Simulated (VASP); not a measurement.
Here is a VASP 6.6.1 calculation.

The input INCAR:

```
PREC = Accurate ; ENCUT = 600
EDIFF = 1E-6 ; ISMEAR = 0
SIGMA = 0.05 ; LREAL = False
LASPH = True ; NELM = 120
ALGO = Normal ; ISIF = 2
LWAVE = False ; LCHARG = True
GGA = RP ; LELF = True
LVHAR = True ; NBANDS = 16
GGA_COMPAT = False
```

KPOINTS

```
Automatic mesh
0
Gamma
  10 10 8
```

File POSCAR:

```
WC
1.0
    2.9550867526      0.0000000000      0.0000000000
   -1.4775433763      2.5591801982      0.0000000000
    0.0000000000      0.0000000000      2.8713973361
W C
1 1
Direct
    0.0000000000      0.0000000000      0.0000000000
    0.6666666667      0.3333333333      0.5000000000
```

Potentials or basis: VASP PAW PBE potentials, release 64 (W_sv, C).

The run is started by

```bash
$ cat potpaw_PBE.64/W_sv/POTCAR potpaw_PBE.64/C/POTCAR > POTCAR
$ mpirun -np 1 vasp_std > vasp.out
```

**Question.** Predict the band gap on the k mesh.

**Answer.** Zero (band 9 reaches 11.14 eV, above the bottom of band 10 at 10.02 eV).

**Question.** What does it give for the pressure?

**Answer.** -6.3 GPa.

Stress tensor (GPa, compression positive):
```
-6.34  0.00  0.00
 0.00 -6.34  0.00
 0.00  0.00 -6.09
```

Caveat: the PAW data sets were made with another functional, which shifts forces and pressure a little; spin-orbit coupling is left out, which moves the levels of the heavy elements.
